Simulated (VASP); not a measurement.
# Ca (Im-3m) in VASP: further runs

Runs on Ca. Level: PBE. Tasks: band structure.

Everything below comes from runs of VASP 6.6.1. Logs are shortened: lines on timing, memory, paths and dates and some standing lists are left out, and cuts for length are marked.

### Step 1. The cell of the first run

Symmetry: Im-3m, No. 229, cubic system. Conventional cell: a = 4.480 Å, b = 4.480 Å, c = 4.480 Å, α = 90.00°, β = 90.00°, γ = 90.00°. Ca (site symmetry m-3m) has 14 Ca at 3.88 to 4.48 Å within 5.1 Å.

This isn't the form of Ca at room conditions, which is fcc.

### Step 2. Band structure, PBE

INCAR

```
SYSTEM = Ca
GGA = PE ; ISMEAR = 1
SIGMA = 0.1 ; LWAVE = .FALSE.
LCHARG = .FALSE. ; NBANDS = 16
PREC = Accurate ; LASPH = .TRUE.
LREAL = .FALSE. ; ALGO = Normal
EDIFF = 1E-6 ; NELM = 120
GGA_COMPAT = .FALSE. ; ENCUT = 300
```

KPOINTS

```
Automatic mesh
0
Gamma
  10 10 10
  0 0 0
```

KPOINTS_OPT

```
path GHNGPH,PN
12
line-mode
reciprocal
 0.0000000000  0.0000000000  0.0000000000  G
 0.5000000000 -0.5000000000  0.5000000000  H

 0.5000000000 -0.5000000000  0.5000000000  H
 0.0000000000  0.0000000000  0.5000000000  N

 0.0000000000  0.0000000000  0.5000000000  N
 0.0000000000  0.0000000000  0.0000000000  G

 0.0000000000  0.0000000000  0.0000000000  G
 0.2500000000  0.2500000000  0.2500000000  P

 0.2500000000  0.2500000000  0.2500000000  P
 0.5000000000 -0.5000000000  0.5000000000  H

 0.2500000000  0.2500000000  0.2500000000  P
 0.0000000000  0.0000000000  0.5000000000  N
```

POSCAR

```
Ca
1.0
   -2.2400000000      2.2400000000      2.2400000000
    2.2400000000     -2.2400000000      2.2400000000
    2.2400000000      2.2400000000     -2.2400000000
Ca
1
Direct
    0.0000000000      0.0000000000      0.0000000000
```

Potentials or basis: VASP PAW PBE potentials, release 64 (Ca_sv).

Run with:

```
> cat potpaw_PBE.64/Ca_sv/POTCAR > POTCAR
> mpirun -np 1 vasp_std > vasp.out
```

OUTCAR:

```text
SYSTEM = Ca
   GGA = PE
   ISMEAR = 1
   PREC = Accurate
   LASPH = .TRUE.
   LREAL = .FALSE.
   EDIFF = 1E-6
   NELM = 120
   ENCUT = 300

 Found     47 irreducible k-points:

 Following reciprocal coordinates:
            Coordinates               Weight
  0.000000  0.000000  0.000000      1.000000
  0.100000  0.000000  0.000000     12.000000
  0.200000  0.000000  0.000000     12.000000
  0.300000  0.000000  0.000000     12.000000
  0.400000  0.000000  0.000000     12.000000
  0.500000  0.000000  0.000000      6.000000
   k-points           NKPTS =     47   k-points in BZ     NKDIM =     47   number of bands    NBANDS=     16
   number of dos      NEDOS =    301   number of ions     NIONS =      1
   total plane-waves  NPLWV =  13824
   dimension x,y,z NGX =    24 NGY =   24 NGZ =   24
   dimension x,y,z NGXF=    48 NGYF=   48 NGZF=   48
   ions per type =               1
   NGX,Y,Z   is equivalent  to a cutoff of  10.28, 10.28, 10.28 a.u.
   NGXF,Y,Z  is equivalent  to a cutoff of  20.57, 20.57, 20.57 a.u.
 SYSTEM =  Ca
   PREC   = accura    normal or accurate (medium, high low for compatibility)
   ISTART =      0    job   : 0-new  1-cont  2-samecut
   ICHARG =      2    charge: 1-file 2-atom 10-const
   ISPIN  =      1    spin polarized calculation?
   LNONCOLLINEAR =      F non collinear calculations
   LSORBIT =      F    spin-orbit coupling
   LASPH  =      T    aspherical Exc in radial PAW
   ENCUT  =  300.0 eV  22.05 Ry    4.70 a.u.   5.48  5.48  5.48*2*pi/ulx,y,z
   NELM   =    120;   NELMIN=  2; NELMDL= -5     # of ELM steps
   EDIFF  = 0.1E-05   stopping-criterion for ELM
   LREAL  =      F    real-space projection
[... 7 lines left out ...]
   TEBEG  =    0.0;   TEEND  =   0.0 temperature during run

   SCALEE = 1.0000    scale energy and forces
   PSTRESS=    0.0 pullay stress
   NELECT =      10.0000    total number of electrons
   NUPDOWN=      -1.0000    fix difference up-down
   EMIN   =  10.00;   EMAX   =-10.00  energy-range for DOS
   EFERMI =   0.00;   METHOD = LEGACY
   ISMEAR =     1;   SIGMA  =   0.10  broadening in eV -4-tet -1-fermi 0-gaus
   EFERMI_NEDOS =   21; number of points for ismear=-14 and -15
   IALGO  =     38    algorithm
   IMIX   =      4    mixing-type and parameters
     AMIX     =   0.40;   BMIX     =  1.00
     AMIX_MAG =   1.60;   BMIX_MAG =  1.00
  volume/ion in A,a.u.               =      44.96       303.39
  Fermi-wavevector in a.u.,A,eV,Ry     =   0.991913  1.874443 13.386649  0.983891
  Thomas-Fermi vector in A             =   2.123688
   LORBIT       =      0    0 simple, 1 ext, 2 COOP (PROOUT), +10 PAW based schemes
   GGA     = PE    functional components
   LHFCALC =     F    Hartree Fock is set to
   AEXX    =    0.0000 exact exchange contribution
   IVDW    =     0    specifies the selected vdW correction
   LEPSILON=     F    determine dielectric tensor
   LRPA    =     F    only Hartree local field effects (RPA)

   CSHIFT  =0.1000    complex shift for real part using Kramers Kronig

   OMEGAMAX=  -1.0    maximum frequency
 non-spin polarized calculation
 Methfessel and Paxton  Order N= 1 SIGMA  =   0.10
  energy-cutoff  :      300.00
  volume of cell :       44.96
 maximum number of plane-waves:       555
 NGX is ok and might be reduce to    24
   NGX = 11   NGY = 11   NGZ = 11

 number of electron      10.0000000 magnetization

 number of electron       9.9999994 magnetization

 Free energy of the ion-electron system (eV)
  ---------------------------------------------------
  ext. energy  EPLUGINS =         0.00000000
  ---------------------------------------------------
  free energy    TOTEN  =        -1.91299767 eV

  energy without entropy =       -1.91232146  energy(sigma->0) =       -1.91277227

 E-fermi :   1.7752     XC(G=0):  -7.5447

 val. band max:        1.7554679378   @ k =  -0.4000  -0.4000   0.1000
 cond. band min:       1.7783964291   @ k =   0.5000   0.5000   0.3000
 fundamental gap:      0.0229284913
 Fermi energy:         1.7751927448

 k-point     1 :       0.0000    0.0000    0.0000
  band No.  band energies     occupation
      1     -40.4628      2.00000
      2     -21.3853      2.00000
      3     -21.3853      2.00000
      4     -21.3853      2.00000
      5      -2.1877      2.00000
      6       3.9581      0.00000
[... 8 lines left out ...]
     15      14.5094      0.00000
     16      14.5094      0.00000

 k-point     2 :       0.1000    0.0000    0.0000
  band No.  band energies     occupation
      1     -40.4618      2.00000
      2     -21.3958      2.00000
      3     -21.3887      2.00000
      4     -21.3851      2.00000
      5      -2.0165      2.00000
      6       3.8564      0.00000
[... 8 lines left out ...]
     15      13.4311      0.00000
     16      13.7257      0.00000

 k-point     3 :       0.2000    0.0000    0.0000
  band No.  band energies     occupation
      1     -40.4590      2.00000
      2     -21.4234      2.00000
      3     -21.3981      2.00000
      4     -21.3848      2.00000
      5      -1.5186      2.00000
      6       3.5453     -0.00000
[... 8 lines left out ...]
     15      12.9736      0.00000
     16      13.5268      0.00000

 k-point     4 :       0.3000    0.0000    0.0000
  band No.  band energies     occupation
      1     -40.4557      2.00000
      2     -21.4577      2.00000
      3     -21.4100      2.00000
      4     -21.3849      2.00000
      5      -0.7451      2.00000
      6       2.9501     -0.00000
[... 8 lines left out ...]
     15      13.0825      0.00000
     16      14.5615      0.00000

 k-point     5 :       0.4000    0.0000    0.0000
  band No.  band energies     occupation
      1     -40.4529      2.00000
      2     -21.4850      2.00000
      3     -21.4194      2.00000
      4     -21.3847      2.00000
      5       0.1948      2.00000
      6       2.2548     -0.00000
[... 8 lines left out ...]
     15      13.2781      0.00000
     16      15.6115      0.00000

 k-point     6 :       0.5000    0.0000    0.0000
  band No.  band energies     occupation
      1     -40.4519      2.00000
      2     -21.4952      2.00000
      3     -21.4229      2.00000
      4     -21.3846      2.00000
      5       0.8920      2.00000
      6       1.6861      2.01972
[... 8 lines left out ...]
     15      13.3803      0.00000
     16      15.4153      0.00000

 [... further k-points ...]

------------------------ aborting loop because EDIFF is reached ----------------------------------------

  FORCE on cell =-STRESS in cart. coord.  units (eV):
  Direction    XX          YY          ZZ          XY          YZ          ZX
  --------------------------------------------------------------------------------------
  -------------------------------------------------------------------------------------
  Total       -0.3067881     -0.3067881     -0.3067881      0.0000000      0.0000000     -0.0000000
  in kB      -10.9331437    -10.9331437    -10.9331437      0.0000000      0.0000000     -0.0000000
  external PRESSURE =     -10.9331437 kB  Pullay stress =       0.0000000 kB

 VOLUME and BASIS-vectors are now :
 -----------------------------------------------------------------------------
  energy-cutoff  :      300.00
  volume of cell :       44.96
      direct lattice vectors                 reciprocal lattice vectors
    -2.240000000  2.240000000  2.240000000     0.000000000  0.223214286  0.223214286
     2.240000000 -2.240000000  2.240000000     0.223214286  0.000000000  0.223214286
     2.240000000  2.240000000 -2.240000000     0.223214286  0.223214286  0.000000000

 POSITION                                       TOTAL-FORCE (eV/Angst)
 -----------------------------------------------------------------------------------
      0.00000      0.00000      0.00000         0.000000      0.000000      0.000000
 -----------------------------------------------------------------------------------
    total drift:                               -0.000000      0.000000     -0.000000

  FREE ENERGIE OF THE ION-ELECTRON SYSTEM (eV)
  ---------------------------------------------------
  free  energy   TOTEN  =        -1.9129976706 eV

  energy  without entropy=       -1.9123214614  energy(sigma->0) =       -1.91277227
```

It took 9.8 s on 1 thread of Intel Xeon 6975P-C (Granite Rapids), shared host; peak memory 0.14 GiB.

What came out:

```yaml
Free_energy: -1.9130 eV
Band_gap_along_the_path: zero within the smearing
```

Levels at the corners of the path, in eV from the Fermi level:
```tsv
point	band 1	band 2	band 3	band 4	band 5	band 6	band 7	band 8	band 9	band 10
Γ	-42.24	-23.16	-23.16	-23.16	-3.96	2.18	2.18	2.18	3.17	3.17
H	-42.22	-23.24	-23.24	-23.24	0.10	0.10	3.66	3.66	3.66	3.91
H	-42.22	-23.24	-23.24	-23.24	0.10	0.10	3.66	3.66	3.66	3.91
N	-42.23	-23.27	-23.20	-23.16	-0.88	-0.09	1.29	3.06	3.42	4.11
N	-42.23	-23.27	-23.20	-23.16	-0.88	-0.09	1.29	3.06	3.42	4.11
Γ	-42.24	-23.16	-23.16	-23.16	-3.96	2.18	2.18	2.18	3.17	3.17
Γ	-42.24	-23.16	-23.16	-23.16	-3.96	2.18	2.18	2.18	3.17	3.17
P	-42.23	-23.21	-23.21	-23.21	0.32	0.32	0.32	3.32	3.46	3.46
P	-42.23	-23.21	-23.21	-23.21	0.32	0.32	0.32	3.32	3.46	3.46
H	-42.22	-23.24	-23.24	-23.24	0.10	0.10	3.66	3.66	3.66	3.91
P	-42.23	-23.21	-23.21	-23.21	0.32	0.32	0.32	3.32	3.46	3.46
N	-42.23	-23.27	-23.20	-23.16	-0.88	-0.09	1.29	3.06	3.42	4.11
```

Caveat: the cutoff is under 1.25 times the usual one of these potentials, so pressure, stress and relaxed cells hold a basis-set (Pulay) error.

### Step 3. Band structure, PBE

INCAR

```
SYSTEM = Ca
GGA = PE ; ISMEAR = 1
SIGMA = 0.05 ; LWAVE = .FALSE.
LCHARG = .FALSE. ; NBANDS = 16
PREC = Accurate ; LASPH = .TRUE.
LREAL = .FALSE. ; ALGO = Normal
EDIFF = 1E-7 ; NELM = 120
GGA_COMPAT = .FALSE. ; ENCUT = 520
```

KPOINTS

```
Automatic mesh
0
Gamma
  19 19 19
  0 0 0
```

KPOINTS_OPT is that of step 2.

POSCAR is that of step 2.

Potentials or basis: VASP PAW PBE potentials, release 64 (Ca_sv).

Run with:

```
> cat potpaw_PBE.64/Ca_sv/POTCAR > POTCAR
> mpirun -np 1 vasp_std > vasp.out
```

It took 80 s on 1 thread of Intel Xeon 6975P-C (Granite Rapids), shared host; peak memory 0.34 GiB.

Results (log left out):

```yaml
Free_energy: -1.9036 eV
Pressure: -0.9 GPa
Band_gap_along_the_path: zero within the smearing
```

Levels at the corners of the path, in eV from the Fermi level:
```csv
point,band 3,band 4,band 5,band 6,band 7,band 8
Γ,-23.17,-23.17,-3.97,2.18,2.18,2.18
H,-23.25,-23.25,0.09,0.09,3.66,3.66
H,-23.25,-23.25,0.09,0.09,3.66,3.66
N,-23.20,-23.17,-0.89,-0.10,1.29,3.06
N,-23.20,-23.17,-0.89,-0.10,1.29,3.06
Γ,-23.17,-23.17,-3.97,2.18,2.18,2.18
Γ,-23.17,-23.17,-3.97,2.18,2.18,2.18
P,-23.22,-23.22,0.31,0.31,0.31,3.30
P,-23.22,-23.22,0.31,0.31,0.31,3.30
H,-23.25,-23.25,0.09,0.09,3.66,3.66
P,-23.22,-23.22,0.31,0.31,0.31,3.30
N,-23.20,-23.17,-0.89,-0.10,1.29,3.06
```
